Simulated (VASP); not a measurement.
Write the native input for VASP 6.6.1 that does the following.

```yaml
Task: single point
Functional: PBE
Potentials_or_basis: VASP PAW PBE potentials, release 64 (Mg, O)
Cutoff: 520 eV
k_mesh: 6 × 6 × 6
Occupations: gaussian, width 0.01 eV
Spin: no spin polarisation
Dipole_correction: no
Further_INCAR_settings: ALGO = Normal; EDIFF = 1e-06; NBANDS = 11
```

The structure of MgO (Periclase) lies in POSCAR:

```
MgO
1.0
    0.0000000000      2.0296209140      2.0296209140
    2.0296209140      0.0000000000      2.0296209140
    2.0296209140      2.0296209140      0.0000000000
Mg O
1 1
Direct
    0.0000000000      0.0000000000      0.0000000000
    0.5000000000      0.5000000000      0.5000000000
```

This cell differs from its parent crystal: volume changed by -10%.

These files were run (other wordings do the same):

INCAR

```
ALGO     = Normal         # electronic algorithm
EDIFF    = 1E-6           # SCF threshold, eV
ENCUT    = 520            # plane-wave cutoff, eV
GGA      = PE             # functional
ISIF     = 2              # what is computed and relaxed
ISMEAR   = 0              # smearing method
LASPH    = T              # aspherical terms in the spheres
LCHARG   = F              # write CHGCAR
LREAL    = F              # projectors in reciprocal space
LWAVE    = F              # write WAVECAR
NBANDS   = 11             # bands
NELM     = 80             # most SCF steps
PREC     = Accurate       # precision mode
SIGMA    = 0.01           # smearing width, eV
```

KPOINTS

```
k-points
0
Gamma
  6 6 6
```

Potentials or basis: VASP PAW PBE potentials, release 64 (Mg, O).

Run with:

```console
$ cat potpaw_PBE.64/Mg/POTCAR potpaw_PBE.64/O/POTCAR > POTCAR
$ mpirun -np 1 vasp_std > vasp.out
```

It gave:

```
Pressure               : 27.3 GPa
Band gap on the k mesh : 5.88 eV, direct
```

Caveat: the k points lie up to 0.45 Å⁻¹ apart.

Wall time 8.5 s on 1 thread of Intel Xeon 6975P-C, with other jobs on the host, peak memory 0.13 GiB.
